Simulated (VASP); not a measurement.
Wanted: the native input for a VASP 6.6.1 run.

- Task: single point
- Functional: revPBE
- Potentials or basis: VASP PAW PBE potentials, release 64 (Ba_sv, Ti_sv, O)
- Cutoff: 520 eV
- k mesh: 7 × 7 × 7
- Occupations: fermi-dirac, width 0.05 eV
- Spin: no spin polarisation
- Dipole correction: no
- Further INCAR settings: ALGO = Normal; EDIFF = 1e-06; NBANDS = 28

The structure of BaTiO3 lies in POSCAR:

```
BaTiO3
1.0
    4.0262895137      0.0000000000      0.0000000000
    0.0000000000      4.0262895137      0.0000000000
    0.0000000000      0.0000000000      4.0446100470
Ba Ti O
1 1 3
Direct
    0.0000000000      0.0000000000      0.0000000000
    0.5000000000      0.5000000000      0.4900000000
    0.0000000000      0.5000000000      0.5170000000
    0.5000000000      0.0000000000      0.5170000000
    0.5000000000      0.5000000000      0.0190000000
```

The input as run:

INCAR

```
  PREC = Accurate
  ENCUT = 520
  EDIFF = 1E-6
  ISMEAR = -1
  SIGMA = 0.05
  LREAL = F
  LASPH = T
  NELM = 80
  ALGO = Normal
  ISIF = 2
  LWAVE = F
  LCHARG = F
  GGA = RE
  NBANDS = 28
```

KPOINTS

```
regular mesh
0
Gamma
  7 7 7
```

Potentials or basis: VASP PAW PBE potentials, release 64 (Ba_sv, Ti_sv, O).

Launch:

```bash
$ cat potpaw_PBE.64/Ba_sv/POTCAR potpaw_PBE.64/Ti_sv/POTCAR potpaw_PBE.64/O/POTCAR > POTCAR
$ mpirun -np 1 vasp_std > vasp.out
```

Results of the run:

The pressure is 3.9 GPa. The largest force is 0.391 eV/Å. The band gap on the k mesh is 1.85 eV, indirect (least direct gap 2.06 eV).

Caveat: the PAW data sets were made with another functional, which shifts forces and pressure a little; spin-orbit coupling is left out, which moves the levels of the heavy elements.

Wall time 35 s on 1 thread of Intel(R) Xeon(R) 6975P-C (Granite Rapids), with other jobs on the host, peak memory 0.21 GiB.
